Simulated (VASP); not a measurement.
Runs of VASP 6.6.1 on MoS2. The structure is that of space group R3m (No. 160), or close to it. The cells are those of the table. 

```tsv
task	cell	gap on the mesh (eV)	pressure (GPa)	largest force (eV/Å)
single point	a = 6.432 Å, angles 28.7°, 3 atoms	0.76	5.8	0.91
electric field gradients	a = 6.474 Å, angles 28.7°, 3 atoms	0.76	2.7	0.57
single point	a = 6.368 Å, angles 28.7°, 3 atoms	0.76	(c)	1.46
single point	a = 6.515 Å, angles 28.7°, 3 atoms	0.76	0.0	0.26
electric field gradients	a = 6.411 Å, angles 28.7°, 3 atoms	0.76	7.4	1.09
electric field gradients	a = 6.515 Å, angles 28.7°, 3 atoms	0.76	0.0	0.26
electric field gradients	a = 6.259 Å, angles 28.7°, 3 atoms	(b)	21.5	2.54
electric field gradients	a = 6.347 Å, angles 28.7°, 3 atoms	0.76	(a)	1.66
single point	a = 6.303 Å, angles 28.7°, 3 atoms	0.76	16.9	2.08
```

Alike in all rows: level PBE; potentials or basis VASP PAW PBE potentials, release 64 (Mo_sv, S); no spin polarisation; k mesh 13 × 13 × 13; cutoff (eV) 520; smearing fermi-dirac 0.05 eV.

**Question.** Estimate the missing entries.

**Answer.** (a) 12.8; (b) 0.75; (c) 10.9.

Caveats: an odd mesh through Γ misses points on the zone boundary, where band edges can lie; the cell stands under pressure (at least some runs); forces of over 1 eV/Å act on the atoms, so gaps and moduli don't describe the material at rest (at least some runs).

A k mesh can miss the band edges, and the runs leave out spin-orbit coupling on Mo.
